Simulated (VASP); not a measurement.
SiSn2:

```
CELL_PARAMETERS angstrom
3.23519 0.00000 0.00000
-1.61759 2.80175 0.00000
0.00000 0.00000 15.74085
ATOMIC_POSITIONS crystal
Si 0.33333 0.66667 0.66667
Si 0.33333 0.66667 0.33333
Sn 0.66667 0.33333 0.83333
Sn 0.66667 0.33333 0.16667
Sn 0.66667 0.33333 0.50000
Sn 0.33333 0.66667 0.00000
```

```yaml
Program: VASP 6.6.1
Task: relaxation of cell and atoms
Functional: PBE
Potentials_or_basis: VASP PAW PBE potentials, release 64 (Si, Sn_d)
Cutoff: 600 eV
k_mesh: 6 × 6 × 1
Occupations: gaussian, width 0.1 eV
Spin: no spin polarisation
```

At the start: pressure 1.9 GPa; volume 23.78 Å³/atom.

Question: Where does the relaxation end?

Answer: Over 22 steps the energy falls by 148.2 meV/atom and the volume is 23.53 Å³/atom (-1.0 %); space group P-6m2 (No. 187, to 0.05 Å).

The path:
| step | energy change (eV) | largest force (eV/Å) | pressure (GPa) | volume (Å³) |
| --- | --- | --- | --- | --- |
| 1 | 0.0000 | 0.9779 | 1.95 | 142.68 |
| 2 | -0.1233 | 0.8541 | -0.66 | 148.72 |
| 3 | -0.1446 | 0.7810 | -2.02 | 152.55 |
| 4 | -0.2566 | 0.7674 | -2.02 | 151.25 |
| 5 | -0.4558 | 0.3836 | -1.14 | 147.29 |
| 6 | -0.4620 | 0.4429 | -0.87 | 146.62 |
| 7 | -0.5651 | 0.6901 | 0.02 | 142.64 |
| 8 | -0.5185 | 0.6451 | 6.82 | 130.69 |
| 9 | -0.6696 | 0.8145 | 1.71 | 138.43 |
| 10 | -0.6715 | 0.7453 | 4.22 | 134.09 |
| 11 | -0.6944 | 0.7939 | 2.78 | 136.39 |
| 12 | -0.7158 | 0.7438 | 2.98 | 136.09 |
| 13 | -0.7241 | 0.6684 | 3.30 | 135.70 |
| 14 | -0.7520 | 0.6300 | 2.80 | 136.68 |
| 15 | -0.8131 | 0.5248 | 1.40 | 139.68 |
| 16 | -0.8404 | 0.2987 | -1.40 | 145.79 |
| 17 | -0.8451 | 0.3627 | -0.75 | 144.16 |
| 18 | -0.8579 | 0.3243 | -0.76 | 143.95 |
| 19 | -0.8800 | 0.1623 | -0.75 | 143.29 |
| 20 | -0.8812 | 0.1123 | -0.73 | 143.09 |
| 21 | -0.8880 | 0.0630 | -0.17 | 141.83 |
| 22 | -0.8890 | 0.0371 | 0.09 | 141.20 |

Final structure:
```
Si Sn
1.0
     3.41365    0.00000    0.00000
    -1.70682    2.95630    0.00000
     0.00000    0.00000   13.99163
Si Sn
2 4
Direct
  0.33333 0.66667 0.65643
  0.33333 0.66667 0.34357
  0.66667 0.33333 0.81357
  0.66667 0.33333 0.18643
  0.66667 0.33333 0.50000
  0.33333 0.66667 0.00000
```

Caveat: the k points lie up to 0.45 Å⁻¹ apart in the final cell.
